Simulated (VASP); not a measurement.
A run of VASP 6.6.1 is set up as follows.

File INCAR:

```
SYSTEM = MoS2
  PREC = Accurate
  ENCUT = 520
  EDIFF = 1E-6
  ISMEAR = 1
  SIGMA = 0.1
  LREAL = .FALSE.
  LASPH = .TRUE.
  NELM = 60
  ALGO = Normal
  ISIF = 2
  LWAVE = .FALSE.
  LCHARG = .FALSE.
  GGA = PS
  NBANDS = 20
```

KPOINTS

```
regular mesh
0
G
  10 10 5
  0 0 0
```

File POSCAR:

```
MoS2
1.0
    3.1985175662      0.0000000000      0.0000000000
   -1.5992582876      2.7699967931      0.0000000000
    0.0000000000      0.0000000000      6.2558558425
Mo S
1 2
Direct
    0.0000000000      0.0000000000      0.5000000000
    0.3333333333      0.6666666667      0.2553190000
    0.6666666667      0.3333333333      0.7446810000
```

Potentials or basis: VASP PAW PBE potentials, release 64 (Mo_sv, S).

Command:

```sh
$ cat potpaw_PBE.64/Mo_sv/POTCAR potpaw_PBE.64/S/POTCAR > POTCAR
$ mpirun -np 1 vasp_std > vasp.out
```

Problem. Predict the pressure.

Solution. 0.3 GPa.

Problem. What does it give for the band gap on the k mesh?

Solution. Zero (band 13 reaches 7.60 eV, above the bottom of band 14 at 6.83 eV).

Problem. Estimate the largest force.

Solution. 0.467 eV/Å.

Forces on the atoms (eV/Å):
```
Mo   0.000  0.000  0.000
S    0.000  0.000 -0.467
S    0.000  0.000  0.467
```

Caveat: the PAW data sets were made with another functional, which shifts forces and pressure a little; this functional lacks dispersion, which binds the layers, so the pressure and a relaxed spacing across them are unreliable.
